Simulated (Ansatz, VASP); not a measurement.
## Rh: VASP beside Ansatz

POSCAR

```
Rh
1.0
    1.8978500000      1.8978500000      0.0000000000
   -1.8978500000      1.8978500000      0.0000000000
    0.0000000000      1.8978500000      1.8978500000
Rh
1
Direct
    0.0000000000      0.0000000000      0.0000000000
```

Contents of INCAR.step1:

```
SYSTEM = Rh
PREC     = Accurate       ! precision mode
ENCUT    = 600            ! plane-wave cutoff, eV
ISMEAR   = -1             ! smearing method
SIGMA    = 0.05           ! smearing width, eV
LREAL    = .FALSE.        ! projectors in reciprocal space
LASPH    = .TRUE.         ! aspherical terms in the spheres
NELM     = 100            ! most SCF steps
GGA      = PE             ! functional
ALGO     = Normal         ! electronic algorithm
EDIFF    = 1E-4           ! SCF threshold, eV
LWAVE    = .TRUE.         ! write WAVECAR
LCHARG   = .FALSE.        ! write CHGCAR
```

File INCAR.step2:

```
SYSTEM = Rh
PREC     = Accurate       ! precision mode
ENCUT    = 600            ! plane-wave cutoff, eV
EDIFF    = 1E-7           ! SCF threshold, eV
ISMEAR   = -1             ! smearing method
SIGMA    = 0.05           ! smearing width, eV
LREAL    = .FALSE.        ! projectors in reciprocal space
LASPH    = .TRUE.         ! aspherical terms in the spheres
NELM     = 100            ! most SCF steps
ALGO     = Normal         ! electronic algorithm
ISIF     = 3              ! what is computed and relaxed
LWAVE    = .FALSE.        ! write WAVECAR
LCHARG   = .FALSE.        ! write CHGCAR
METAGGA  = R2SCAN         ! meta-GGA
LMIXTAU  = .TRUE.       
IBRION   = 2              ! ionic algorithm
NSW      = 100            ! ionic steps
EDIFFG   = -0.002         ! ionic threshold
ISTART   = 1
```

File KPOINTS:

```
Automatic mesh
0
G
  14 14 14
  0 0 0
```

Input for Ansatz:

```yaml
crystal:
  lattice:
    - [1.89785, 1.89785, 0.0]
    - [-1.89785, 1.89785, 0.0]
    - [0.0, 1.89785, 1.89785]
  atoms:
    - { symbol: Rh, position: [0.0, 0.0, 0.0] }
kpoints:
  mp_grid: { grid: [14, 14, 14] }
scf:
  occupations: { method: fermi_dirac, width: 0.05 }
hamiltonian:
  xc: r2scan
  pseudopotentials: { kind: paw }
relax:
  f_tol: 0.002
  max_steps: 80
  cell: {}
output:
  forces: true
  stress: true
  write_density: true
  write_potential: true
  elf: true
  volumetric_format: npy
```

Alike in both runs: task relaxation of cell and atoms; functional r2SCAN; k mesh 14 × 14 × 14; occupations fermi-dirac, width 0.05 eV; no spin polarisation.

```csv
,VASP,Ansatz
version,VASP 6.6.1,Ansatz 0.2.0
potentials or method,"VASP PAW PBE potentials, release 64 (Rh_pv)","PAW with Ansatz's default frozen-core files, scalar-relativistic"
plane-wave cutoff (eV),600,500
valence electrons in the cell,15,17
```

Ansatz gave:

- relaxed volume (Å³/atom): 13.72
- relaxed cell length with the largest relative difference (Å): 2.687

Problem. What did VASP give for the same quantities?

Solution. Relaxed volume (Å³/atom): 13.78; relaxed cell length with the largest relative difference (Å): 2.691.

VASP's potentials were made for PBE, not for r2SCAN. VASP's potentials hold 15 valence electrons a cell and Ansatz's 17, so a difference there can come from the potentials and not from the codes.
